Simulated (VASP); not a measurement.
# TiSi2 (Cmcm) in VASP: notebook

Runs on TiSi2. Level: PBE. Tasks: single point.

Program: VASP 6.6.1. These are calculated values, not measurements. Logs are shortened: lines on timing, memory, paths and dates and some standing lists are left out, and cuts for length are marked.

**1. The cell of the first run**

Symmetry: Cmcm, No. 63, orthorhombic system. Conventional cell: a = 3.547 Å, b = 13.202 Å, c = 3.579 Å, α = 90.00°, β = 90.00°, γ = 90.00°. Ti (site symmetry m2m) has 10 Si at 2.59 to 2.78 Å and 2 Ti at 3.26 Å within 3.4 Å. Within 3.1 Å of Si (site symmetry m2m) lie 6 Si at 2.37 to 3.09 Å and 6 Ti at 2.59 to 2.78 Å. Si (site symmetry m2m) has 8 Si at 2.52 to 3.09 Å and 4 Ti at 2.63 to 2.64 Å within 3.3 Å.

**2. Single point, PBE**

INCAR reads:

```
PREC = Accurate
ENCUT = 520
EDIFF = 1E-6
ISMEAR = 0
SIGMA = 0.15
LREAL = F
LASPH = T
NELM = 100
ALGO = Normal
ISIF = 2
LWAVE = F
LCHARG = F
GGA = PE
NBANDS = 29
```

KPOINTS reads:

```
Automatic mesh
0
Gamma
  12 12 12
```

POSCAR reads:

```
TiSi2
1.0
    1.7734787862     -6.6010889771      0.0000000000
    1.7734787862      6.6010889771      0.0000000000
    0.0000000000      0.0000000000      3.5786614094
Ti Si
2 4
Direct
    0.8968075258      0.1031924742      0.7500000000
    0.1031924742      0.8968075258      0.2500000000
    0.5591373591      0.4408626409      0.7500000000
    0.4408626409      0.5591373591      0.2500000000
    0.2498287182      0.7501712818      0.7500000000
    0.7501712818      0.2498287182      0.2500000000
```

Potentials or basis: VASP PAW PBE potentials, release 64 (Ti_sv, Si).

Launch:

```
cat potpaw_PBE.64/Ti_sv/POTCAR potpaw_PBE.64/Si/POTCAR > POTCAR
mpirun -np 1 vasp_std > vasp.out
```

OUTCAR:

```text
PREC = Accurate
   ENCUT = 520
   EDIFF = 1E-6
   ISMEAR = 0
   LREAL = F
   LASPH = T
   NELM = 100
   ISIF = 2
   GGA = PE

 ion  position               nearest neighbor table
   1  0.897  0.103  0.750-   4 2.59   4 2.59   4 2.59   4 2.59   5 2.63   5 2.63   6 2.64   6 2.64
                             3 2.78   3 2.78
   2  0.103  0.897  0.250-   3 2.59   3 2.59   3 2.59   3 2.59   6 2.63   6 2.63   5 2.64   5 2.64
                             4 2.78   4 2.78
   3  0.559  0.441  0.750-   4 2.37   4 2.37   2 2.59   2 2.59   2 2.59   2 2.59   1 2.78   1 2.78
                             5 3.08   5 3.08   6 3.09   6 3.09
   4  0.441  0.559  0.250-   3 2.37   3 2.37   1 2.59   1 2.59   1 2.59   1 2.59   2 2.78   2 2.78
                             6 3.08   6 3.08   5 3.09   5 3.09
   5  0.250  0.750  0.750-   6 2.52   6 2.52   6 2.52   6 2.52   1 2.63   1 2.63   2 2.64   2 2.64
                             3 3.08   3 3.08   4 3.09   4 3.09
   6  0.750  0.250  0.250-   5 2.52   5 2.52   5 2.52   5 2.52   2 2.63   2 2.63   1 2.64   1 2.64
                             4 3.08   4 3.08   3 3.09   3 3.09

  LATTYP: Found a base centered orthorhombic cell.
 ALAT       =     3.5469575724
 B/A-ratio  =     3.7221132998
 C/A-ratio  =     1.0089383186

  Lattice vectors:

 A1 = (   1.7734787862,  -6.6010889771,   0.0000000000)
 A2 = (   1.7734787862,   6.6010889771,   0.0000000000)
 A3 = (   0.0000000000,   0.0000000000,   3.5786614094)

Analysis of symmetry for initial positions (statically):
=====================================================================
 Subroutine PRICEL returns:
 Original cell was already a primitive cell.

 Routine SETGRP: Setting up the symmetry group for a
 base centered orthorhombic supercell.

 Subroutine GETGRP returns: Found  8 space group operations
 (whereof  4 operations were pure point group operations)
 out of a pool of  8 trial point group operations.

The static configuration has the point symmetry C_2h.
 The point group associated with its full space group is D_2h.

Analysis of symmetry for dynamics (positions and initial velocities):
=====================================================================
 Subroutine PRICEL returns:
 Original cell was already a primitive cell.

 Routine SETGRP: Setting up the symmetry group for a
 base centered orthorhombic supercell.

 Subroutine GETGRP returns: Found  8 space group operations
 (whereof  4 operations were pure point group operations)
 out of a pool of  8 trial point group operations.

The dynamic configuration has the point symmetry C_2h.
 The point group associated with its full space group is D_2h.

 Subroutine INISYM returns: Found  8 space group operations
 (whereof  4 operations are pure point group operations),
 and found     1 'primitive' translations

----------------------------------------------------------------------------------------

                                     Primitive cell

  volume of cell :      83.7900

  direct lattice vectors                    reciprocal lattice vectors
     1.773478786 -6.601088977  0.000000000     0.281931763 -0.075745078  0.000000000
     1.773478786  6.601088977  0.000000000     0.281931763  0.075745078  0.000000000
     0.000000000  0.000000000  3.578661409     0.000000000  0.000000000  0.279434092

  length of vectors
     6.835173933  6.835173933  3.578661409     0.291929504  0.291929504  0.279434092

  position of ions in fractional coordinates (direct lattice)
     0.896807526  0.103192474  0.750000000
     0.103192474  0.896807526  0.250000000
     0.559137359  0.440862641  0.750000000
     0.440862641  0.559137359  0.250000000
     0.249828718  0.750171282  0.750000000
     0.750171282  0.249828718  0.250000000

  ion indices of the primitive-cell ions
   primitive index   ion index
                 1           1
                 2           2
                 3           3
                 4           4
                 5           5
                 6           6

----------------------------------------------------------------------------------------

 KPOINTS: Automatic mesh

Automatic generation of k-mesh.
 Grid dimensions read from file:
 generate k-points for:   12   12   12

 Generating k-lattice:

  Cartesian coordinates                     Fractional coordinates (reciprocal lattice)
     0.023494314 -0.006312090  0.000000000     0.083333333 -0.000000000  0.000000000
     0.023494314  0.006312090  0.000000000    -0.000000000  0.083333333  0.000000000
     0.000000000  0.000000000  0.023286174     0.000000000  0.000000000  0.083333333

  Length of vectors
     0.024327459  0.024327459  0.023286174

  Shift w.r.t. Gamma in fractional coordinates (k-lattice)
     0.000000000  0.000000000  0.000000000

 Subroutine IBZKPT returns following result:
 ===========================================

 Found    301 irreducible k-points:

 Following reciprocal coordinates:
            Coordinates               Weight
  0.000000  0.000000  0.000000      1.000000
  0.083333 -0.000000  0.000000      4.000000
  0.166667 -0.000000  0.000000      4.000000
  0.250000 -0.000000  0.000000      4.000000
  0.333333 -0.000000  0.000000      4.000000
  0.416667 -0.000000  0.000000      4.000000
[... 16 lines left out ...]
  0.500000  0.166667  0.000000      4.000000
 -0.416667  0.166667  0.000000      4.000000
 [... further k-points ...]
   k-points           NKPTS =    301   k-points in BZ     NKDIM =    301   number of bands    NBANDS=     29
   number of dos      NEDOS =    301   number of ions     NIONS =      6
   total plane-waves  NPLWV =  81648
   dimension x,y,z NGX =    54 NGY =   54 NGZ =   28
   dimension x,y,z NGXF=   108 NGYF=  108 NGZF=   56
   ions per type =               2   4
   NGX,Y,Z   is equivalent  to a cutoff of  13.13, 13.13, 13.01 a.u.
   NGXF,Y,Z  is equivalent  to a cutoff of  26.27, 26.27, 26.01 a.u.
 SYSTEM =  unknown system
   PREC   = accura    normal or accurate (medium, high low for compatibility)
   ISTART =      0    job   : 0-new  1-cont  2-samecut
   ICHARG =      2    charge: 1-file 2-atom 10-const
   ISPIN  =      1    spin polarized calculation?
   LNONCOLLINEAR =      F non collinear calculations
   LSORBIT =      F    spin-orbit coupling
   LASPH  =      T    aspherical Exc in radial PAW
   ENCUT  =  520.0 eV  38.22 Ry    6.18 a.u.  12.71 12.71  6.65*2*pi/ulx,y,z
   NELM   =    100;   NELMIN=  2; NELMDL= -5     # of ELM steps
   EDIFF  = 0.1E-05   stopping-criterion for ELM
   LREAL  =      F    real-space projection
   EDIFFG = 0.1E-04   stopping-criterion for IOM
   NSW    =      0    number of steps for IOM
   IBRION =     -1    ionic relax: 0-MD 1-quasi-New 2-CG
   NFREE  =      0    steps in history (QN), initial steepest desc. (CG)
   ISIF   =      2    stress and relaxation
   ISYM   =      2    0-nonsym 1-usesym 2-fastsym
   POTIM  = 0.5000    time-step for ionic-motion
   TEBEG  =    0.0;   TEEND  =   0.0 temperature during run
   PSTRESS=    0.0 pullay stress
   NELECT =      40.0000    total number of electrons
   NUPDOWN=      -1.0000    fix difference up-down
   EMIN   =  10.00;   EMAX   =-10.00  energy-range for DOS
   EFERMI =   0.00;   METHOD = LEGACY
   ISMEAR =     0;   SIGMA  =   0.15  broadening in eV -4-tet -1-fermi 0-gaus
   EFERMI_NEDOS =   21; number of points for ismear=-14 and -15
   IALGO  =     38    algorithm
   IMIX   =      4    mixing-type and parameters
     AMIX     =   0.40;   BMIX     =  1.00
     AMIX_MAG =   1.60;   BMIX_MAG =  1.00
  volume/ion in A,a.u.               =      13.97        94.24
  Fermi-wavevector in a.u.,A,eV,Ry     =   1.279472  2.417851 22.273396  1.637048
  Thomas-Fermi vector in A             =   2.411955
   LORBIT       =      0    0 simple, 1 ext, 2 COOP (PROOUT), +10 PAW based schemes
   GGA     = PE    functional components
   LHFCALC =     F    Hartree Fock is set to
   AEXX    =    0.0000 exact exchange contribution
   IVDW    =     0    specifies the selected vdW correction
   LEPSILON=     F    determine dielectric tensor
   LRPA    =     F    only Hartree local field effects (RPA)
 non-spin polarized calculation
 Gauss-broadening in eV      SIGMA  =   0.15
  energy-cutoff  :      520.00
  volume of cell :       83.79
 maximum number of plane-waves:      2291
 NGX is ok and might be reduce to    54

 number of electron      40.0000004 magnetization

 Free energy of the ion-electron system (eV)
  ---------------------------------------------------
  ext. energy  EPLUGINS =         0.00000000
  ---------------------------------------------------
  free energy    TOTEN  =       -40.70808707 eV

  energy without entropy =      -40.68916709  energy(sigma->0) =      -40.69862708

 E-fermi :  10.7375     XC(G=0): -11.7120

 val. band max:       10.7297361351   @ k =  -0.4167   0.1667   0.0833
 cond. band min:      10.7508451687   @ k =  -0.3333   0.3333   0.3333
 fundamental gap:      0.0211090335
 Fermi energy:        10.7375068712

 k-point     1 :       0.0000    0.0000    0.0000
  band No.  band energies     occupation
      1     -46.0193      2.00000
      2     -46.0079      2.00000
      3     -22.3687      2.00000
      4     -22.3458      2.00000
      5     -22.3430      2.00000
      6     -22.3306      2.00000
[... 21 lines left out ...]
     28      13.8043      0.00000
     29      13.9716      0.00000

 k-point     2 :       0.0833   -0.0000    0.0000
  band No.  band energies     occupation
      1     -46.0190      2.00000
      2     -46.0077      2.00000
      3     -22.3677      2.00000
      4     -22.3508      2.00000
      5     -22.3425      2.00000
      6     -22.3351      2.00000
[... 21 lines left out ...]
     28      13.8520      0.00000
     29      14.0047      0.00000

 k-point     3 :       0.1667   -0.0000    0.0000
  band No.  band energies     occupation
      1     -46.0182      2.00000
      2     -46.0070      2.00000
      3     -22.3660      2.00000
      4     -22.3637      2.00000
      5     -22.3474      2.00000
      6     -22.3412      2.00000
[... 638 lines left out ...]
      5     -22.3558      2.00000
      6     -22.3374      2.00000
[... 21 lines left out ...]
     28      14.0546      0.00000
     29      14.3823      0.00000

 k-point    24 :      -0.4167    0.1667    0.0000
  band No.  band energies     occupation
      1     -46.0170      2.00000
      2     -46.0061      2.00000
      3     -22.3838      2.00000
      4     -22.3641      2.00000
      5     -22.3585      2.00000
      6     -22.3391      2.00000
[... 21 lines left out ...]
     28      13.7713      0.00000
     29      14.6702      0.00000

 [... further k-points ...]
[... 5 lines left out ...]
  --------------------------------------------------------------------------------------
  -------------------------------------------------------------------------------------
  Total        0.7571627      3.6376527      1.0487825      0.0000000     -0.0000000      0.0000000
  in kB       14.4779679     69.5568053     20.0541306      0.0000000     -0.0000000      0.0000000
  external PRESSURE =      34.6963013 kB  Pullay stress =       0.0000000 kB

 VOLUME and BASIS-vectors are now :
 -----------------------------------------------------------------------------
  energy-cutoff  :      520.00
  volume of cell :       83.79
      direct lattice vectors                 reciprocal lattice vectors
     1.773478786 -6.601088977  0.000000000     0.281931763 -0.075745078  0.000000000
     1.773478786  6.601088977  0.000000000     0.281931763  0.075745078  0.000000000
     0.000000000  0.000000000  3.578661409     0.000000000  0.000000000  0.279434092

 POSITION                                       TOTAL-FORCE (eV/Angst)
 -----------------------------------------------------------------------------------
      1.77348     -5.23872      2.68400         0.000000     -0.310548      0.000000
      1.77348      5.23872      0.89467         0.000000      0.310548     -0.000000
      1.77348     -0.78074      2.68400         0.000000     -0.218973      0.000000
      1.77348      0.78074      0.89467         0.000000      0.218973     -0.000000
      1.77348      3.30281      2.68400         0.000000      0.026624     -0.000000
      1.77348     -3.30281      0.89467         0.000000     -0.026624     -0.000000
 -----------------------------------------------------------------------------------
    total drift:                               -0.000000     -0.000000      0.000000

  FREE ENERGIE OF THE ION-ELECTRON SYSTEM (eV)
  ---------------------------------------------------
  free  energy   TOTEN  =       -40.7080870740 eV

  energy  without entropy=      -40.6891670865  energy(sigma->0) =      -40.69862708
```

Run time: 12 min. Hardware: 1 thread of AMD EPYC 9R45 (Zen 5), shared host; peak memory 0.68 GiB.

What came out:

```
Free energy            : -40.7081 eV
Pressure               : 3.5 GPa
Largest force          : 0.311 eV/Å
Band gap on the k mesh : zero (band 20 reaches 11.19 eV, above the bottom of band 21 at 10.18 eV)
```

Forces in eV/Å, atoms in the order of the input:
```
Ti   0.000 -0.311  0.000
Ti   0.000  0.311  0.000
Si   0.000 -0.219  0.000
Si   0.000  0.219  0.000
Si   0.000  0.027  0.000
Si   0.000 -0.027  0.000
```

**3. Single point, PBE**

This run uses another cell than the first one, of the same volume but with other edges.

INCAR reads:

```
PREC = Accurate
ENCUT = 520
EDIFF = 1E-7
ISMEAR = 0
SIGMA = 0.15
LREAL = F
LASPH = T
NELM = 80
ALGO = Normal
ISIF = 2
LWAVE = F
LCHARG = F
GGA = PE
NBANDS = 29
```

KPOINTS is that of step 2.

POSCAR: that of step 2 with these lines changed.

```diff
@@ -2,5 +2,5 @@
 1.0
-    1.7734787862     -6.6010889771      0.0000000000
-    1.7734787862      6.6010889771      0.0000000000
-    0.0000000000      0.0000000000      3.5786614094
+    1.7421355509     -6.8407496365      0.0000000000
+    1.7421355509      6.8407496365      0.0000000000
+    0.0000000000      0.0000000000      3.5154146272
 Ti Si
```

Potentials or basis: VASP PAW PBE potentials, release 64 (Ti_sv, Si).

Launch:

```
cat potpaw_PBE.64/Ti_sv/POTCAR potpaw_PBE.64/Si/POTCAR > POTCAR
mpirun -np 1 vasp_std > vasp.out
```

Run time: 14 min. Hardware: 1 thread of AMD EPYC 9R45 (Zen 5), shared host; peak memory 0.68 GiB.

Results (log left out):

```
Free energy            : -40.6928 eV
Pressure               : 4.6 GPa
Largest force          : 0.141 eV/Å
Band gap on the k mesh : zero (band 20 reaches 11.26 eV, above the bottom of band 21 at 10.24 eV)
```

Forces in eV/Å, atoms in the order of the input:
```
Ti   0.000  0.141  0.000
Ti   0.000 -0.141  0.000
Si   0.000  0.065  0.000
Si   0.000 -0.065  0.000
Si   0.000  0.004  0.000
Si   0.000 -0.004  0.000
```

Stress tensor (GPa, compression positive):
```
6.59 0.00 0.00
0.00 0.05 0.00
0.00 0.00 7.20
```

Levels at points of the mesh, in eV from the Fermi level:
| k point | band 18 | band 19 | band 20 | band 21 | band 22 | band 23 |
| --- | --- | --- | --- | --- | --- | --- |
| (0.00, 0.00, 0.00) | -2.21 | -1.94 | 0.53 | 0.85 | 0.89 | 0.92 |
| (0.50, 0.00, 0.00) | -1.60 | -0.72 | -0.51 | -0.49 | 1.42 | 1.57 |
| (0.50, 0.50, 0.00) | -1.78 | -1.31 | 0.46 | 0.71 | 0.87 | 0.94 |
| (0.00, 0.00, 0.50) | -1.76 | -0.03 | -0.03 | 0.72 | 0.72 | 1.56 |
| (0.50, 0.00, 0.50) | -3.33 | -2.49 | -2.49 | 1.75 | 1.75 | 2.01 |
| (0.50, 0.50, 0.50) | -1.99 | -0.79 | -0.79 | 0.49 | 0.49 | 1.78 |
